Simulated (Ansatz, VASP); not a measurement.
Two plane-wave programs on Zn

File POSCAR:

```
Zn
1.0
   -1.5896845915      1.5896845915      1.5896845915
    1.5896845915     -1.5896845915      1.5896845915
    1.5896845915      1.5896845915     -1.5896845915
Zn
1
Direct
    0.0000000000      0.0000000000      0.0000000000
```

The input INCAR.step1:

```
SYSTEM = Zn
  PREC = Accurate
  ENCUT = 520
  EDIFF = 1E-5
  ISMEAR = -1
  SIGMA = 0.05
  LREAL = .FALSE.
  LASPH = .TRUE.
  NELM = 80
  ALGO = Normal
  ISIF = 2
  LWAVE = .TRUE.
  LCHARG = .FALSE.
  GGA = PE
  NBANDS = 12
```

The input INCAR.step2:

```
SYSTEM = Zn
  PREC = Accurate
  ENCUT = 520
  EDIFF = 1E-6
  ISMEAR = -1
  SIGMA = 0.05
  LREAL = .FALSE.
  LASPH = .TRUE.
  NELM = 80
  ALGO = Normal
  ISIF = 2
  LWAVE = .FALSE.
  LCHARG = .FALSE.
  METAGGA = R2SCAN
  LHFCALC = .TRUE.
  AEXX = 0.1
  LMIXTAU = .TRUE.
  PRECFOCK = Normal
  ISTART = 1
  NBANDS = 12
```

The input KPOINTS:

```
Automatic mesh
0
G
  6 6 6
  0 0 0
```

The input input.yaml:

```yaml
crystal:
  lattice:
    - [-1.5896845915, 1.5896845915, 1.5896845915]
    - [1.5896845915, -1.5896845915, 1.5896845915]
    - [1.5896845915, 1.5896845915, -1.5896845915]
  atoms:
    - { symbol: Zn, position: [0.0, 0.0, 0.0] }
hamiltonian:
  xc: r2scanh
  pseudopotentials: { kind: paw }
kpoints:
  mp_grid: { grid: [6, 6, 6] }
scf:
  occupations: { method: fermi_dirac, width: 0.05 }
output:
  forces: true
  stress: true
  eigenvalues: true
```

Alike in both runs: task single point; functional r2SCANh; k mesh 6 × 6 × 6; occupations fermi-dirac, width 0.05 eV; no spin polarisation.

```csv
,VASP,Ansatz
version,VASP 6.6.1,Ansatz 0.2.0
potentials or method,"VASP PAW PBE potentials, release 64 (Zn)",Ansatz PAW
plane-wave cutoff (eV),520,500
valence electrons in the cell,12,12
```

|  | VASP | Ansatz | Ansatz less VASP |
| --- | --- | --- | --- |
| gap on the k mesh at the Fermi level (eV) | none | none | - |
| pressure (GPa) | -6.0 | -6.0 | +0.02 |

VASP's potentials were made for PBE, not for r2SCANh. A gap of «none» marks a metal or a gap that the smearing closes.

The k mesh is coarse, so the values compare programs but aren't converged.
